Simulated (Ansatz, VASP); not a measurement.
BaZrO3 in VASP and in Ansatz

The input POSCAR:

```
BaZrO3
1.0
    4.1815000000      0.0000000000      0.0000000000
    0.0000000000      4.1815000000      0.0000000000
    0.0000000000      0.0000000000      4.1815000000
Ba Zr O
1 1 3
Direct
    0.5000000000      0.4809758429      0.4809758429
    0.0000000000      0.0000000000      0.0000000000
    0.5000000000      0.0000000000      0.0000000000
    0.0000000000      0.5000000000      0.0000000000
    0.0000000000      0.0000000000      0.5000000000
```

File INCAR.step1:

```
SYSTEM = BaZrO3
  PREC = Accurate
  ENCUT = 520
  ISMEAR = 0
  SIGMA = 0.05
  LREAL = .FALSE.
  LASPH = .TRUE.
  NELM = 60
  NBANDS = 28
  GGA = PE
  ALGO = Normal
  EDIFF = 1E-4
  LWAVE = .TRUE.
  LCHARG = .FALSE.
```

Contents of INCAR.step2:

```
SYSTEM = BaZrO3
  PREC = Accurate
  ENCUT = 520
  EDIFF = 1E-7
  ISMEAR = 0
  SIGMA = 0.05
  LREAL = .FALSE.
  LASPH = .TRUE.
  NELM = 60
  ALGO = Normal
  ISIF = 2
  LWAVE = .FALSE.
  LCHARG = .FALSE.
  METAGGA = R2SCAN
  LMIXTAU = .TRUE.
  NBANDS = 28
  ISTART = 1
```

KPOINTS

```
regular mesh
0
G
  6 6 6
  0 0 0
```

Input for Ansatz:

```yaml
crystal:
  lattice:
    - [4.1815, 0.0, 0.0]
    - [0.0, 4.1815, 0.0]
    - [0.0, 0.0, 4.1815]
  atoms:
    - { symbol: Ba, position: [0.5, 0.4809758429, 0.4809758429] }
    - { symbol: Zr, position: [0.0, 0.0, 0.0] }
    - { symbol: O, position: [0.5, 0.0, 0.0] }
    - { symbol: O, position: [0.0, 0.5, 0.0] }
    - { symbol: O, position: [0.0, 0.0, 0.5] }
basis:
  ecutwfc: 500
kpoints:
  mp_grid: { grid: [6, 6, 6] }
hamiltonian:
  xc: r2scan
scf:
  occupations: { method: gaussian, width: 0.05 }
output:
  forces: true
  stress: true
  eigenvalues: true
  write_density: true
  write_potential: true
  elf: true
  volumetric_format: npy
```

Change from the starting cell: all Ba atoms moved +0.113 Å, as atom 1 towards its neighbour atom 3 (O) at 2.957 Å.

Alike in both runs: task single point; functional r2SCAN; k mesh 6 × 6 × 6; occupations gaussian, width 0.05 eV; no spin polarisation.

```csv
,VASP,Ansatz
version,VASP 6.6.1,Ansatz 0.2.0
potentials or method,"VASP PAW PBE potentials, release 64 (Ba_sv, Zr_sv, O), cutoff 520 eV","scalar-relativistic, plane waves, PAW"
valence electrons in the cell,40,40
```

VASP gave:

```
gap on the k mesh at the Fermi level (eV)                     : 3.71
least direct gap on the mesh (eV)                             : 3.94
pressure (GPa)                                                : 4.2
traceless stress, the component that is largest in VASP (GPa) : 0.27
rms of the force components (eV/Å)                            : 0.176
```

**Question.** Estimate Ansatz's values.

**Answer.** gap on the k mesh at the Fermi level (eV): 3.76; least direct gap on the mesh (eV): 3.97; pressure (GPa): 3.1; traceless stress, the component that is largest in VASP (GPa): 0.26; rms of the force components (eV/Å): 0.166.

VASP's potentials were made for PBE, not for r2SCAN. Atom by atom the forces differ by 0.016 eV/Å (rms over components).

Neither program's run includes spin-orbit coupling.
